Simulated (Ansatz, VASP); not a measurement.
**MnO: VASP beside Ansatz**

File POSCAR:

```
MnO
1.0
    0.0000000000      2.1785090927      2.1785090927
    2.1785090927      0.0000000000      2.1785090927
    2.1785090927      2.1785090927      0.0000000000
Mn O
1 1
Direct
    0.0000000000      0.0000000000      0.0000000000
    0.5000000000      0.5000000000      0.5000000000
```

INCAR.step1

```
PREC = Accurate
ENCUT = 520
EDIFF = 1E-5
ISMEAR = -1
SIGMA = 0.05
LREAL = F
LASPH = T
NELM = 150
ALGO = Normal
ISIF = 2
LWAVE = T
ISPIN = 2
MAGMOM = 4 0
LORBIT = 11
LMAXMIX = 4
GGA = PE
NBANDS = 20
KPAR = 4
```

The input INCAR.step2:

```
PREC = Accurate
ENCUT = 520
EDIFF = 1E-7
ISMEAR = -1
SIGMA = 0.05
LREAL = F
LASPH = T
NELM = 150
ALGO = Normal
ISIF = 2
LWAVE = F
LCHARG = T
ISPIN = 2
MAGMOM = 4 0
LORBIT = 11
LMAXMIX = 4
GGA = PE
LHFCALC = T
HFSCREEN = 0.2079
PRECFOCK = Normal
LVHAR = T
ISTART = 1
NBANDS = 20
KPAR = 4
```

File KPOINTS:

```
Automatic mesh
0
Gamma
  6 6 6
```

File input:

```
crystal:
  lattice:
    - [0.0, 2.1785090927, 2.1785090927]
    - [2.1785090927, 0.0, 2.1785090927]
    - [2.1785090927, 2.1785090927, 0.0]
  atoms:
    - { symbol: Mn, position: [0.0, 0.0, 0.0], spin: 4.0 }
    - { symbol: O, position: [0.5, 0.5, 0.5] }
hamiltonian:
  xc: hse06
  pseudopotentials: { kind: paw }
magnetization:
  spin_polarized: true
kpoints:
  mp_grid: { grid: [6, 6, 6] }
scf:
  occupations: { method: fermi_dirac, width: 0.05 }
output:
  forces: true
  stress: true
  eigenvalues: true
```

Alike in both runs: task single point; functional HSE06; k mesh 6 × 6 × 6; occupations fermi-dirac, width 0.05 eV; collinear spin.

```csv
,VASP,Ansatz
version,VASP 6.6.1,Ansatz 0.2.0
potentials or method,"VASP PAW PBE potentials, release 64 (Mn_pv, O)",Ansatz PAW
plane-wave cutoff (eV),520,420
valence electrons in the cell,19,21
```

```tsv
	VASP	Ansatz	Ansatz less VASP
gap on the k mesh at the Fermi level (eV)	1.36	1.36	+0.001
least direct gap on the mesh (eV)	4.21	4.20	-0.005
pressure (GPa)	13.4	12.6	-0.87
net moment per atom (μB)	2.50	2.50	+0.001
size of the moment on the site where the two differ most (μB)	4.57	4.26	-0.316
```

Site moments also hang on the region over which each program counts them. The functional is the same, so the differences come from potentials, cutoffs and numerics. VASP's potentials hold 19 valence electrons a cell and Ansatz's 21, so a difference there can come from the potentials and not from the codes.

Noted on Ansatz's run: the magnetic or orbital state may not be the lowest.
